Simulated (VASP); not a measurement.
A run of VASP 6.6.1 is set up as follows.

INCAR

```
SYSTEM = Cs2TeH6SO10
PREC = Accurate ; ENCUT = 520
EDIFF = 1E-6 ; ISMEAR = -1
SIGMA = 0.05 ; LREAL = Auto
LASPH = .TRUE. ; NELM = 60
ALGO = Normal ; ISIF = 2
LWAVE = .FALSE. ; LCHARG = .FALSE.
GGA = PE ; IVDW = 12
NBANDS = 64
```

Contents of KPOINTS:

```
regular mesh
0
G
  2 2 2
  0 0 0
```

Contents of POSCAR:

```
Cs2TeH6SO10
1.0
    3.7395000000      2.1590010000      5.5456670000
   -3.7395000000      2.1590010000      5.5456670000
    0.0000000000     -4.3180030000      5.5456670000
Cs Te H S O
2 1 6 1 10
Direct
    0.2653590176      0.3029308855      0.2472296728
    0.7393982182      0.7605240371      0.7858803362
    0.0046372224      0.0426904381      0.0346642803
    1.2106113003      0.8037922068     -0.2202640465
   -0.2135838372      1.3442180080      0.7863218959
    0.7125754436     -0.1663655913      1.2511032571
    0.7862219064      0.3161858054      0.2619728037
    0.1744256270      0.7770730398      0.2961059946
    0.2727167786      0.2291548050      0.8277069865
    0.5259071945      0.5652440043      0.5216755360
    1.1280179147      0.7548931654     -0.0437454757
   -0.0544689762      1.2585675260      0.7379221305
    0.6939671553      0.0099452272      1.1750680900
    0.4950128827      0.4758124549      0.3856210556
    0.7496027502      0.6005988727      0.4098391441
    0.3480586327      0.7937599297      0.5431185245
    0.5245257574      0.4005787057      0.7333254426
    0.8947982497      0.3156833948      0.1080432507
    0.0346273015      0.9041018301      0.3330746027
    0.3098617085      0.0716480436      0.9136816108
```

Potentials or basis: VASP PAW PBE potentials, release 64 (Cs_sv, Te, H, S, O).

Launch:

```console
$ cat potpaw_PBE.64/Cs_sv/POTCAR potpaw_PBE.64/Te/POTCAR potpaw_PBE.64/H/POTCAR potpaw_PBE.64/S/POTCAR potpaw_PBE.64/O/POTCAR > POTCAR
$ mpirun -np 1 vasp_std > vasp.out
```

(1) What does it give for the band gap on the k mesh?

(2) Predict the pressure.

(3) Predict the largest force.

Answers

(1) 2.24 eV (least direct gap 2.28 eV).

(2) -0.8 GPa.

(3) 2.886 eV/Å.

Caveat: the k points lie up to 0.52 Å⁻¹ apart; the atoms stand as in a frame of molecular dynamics; spin-orbit coupling is left out, which moves the levels of the heavy elements; forces of over 1 eV/Å act on the atoms, so gaps and moduli don't describe the material at rest.
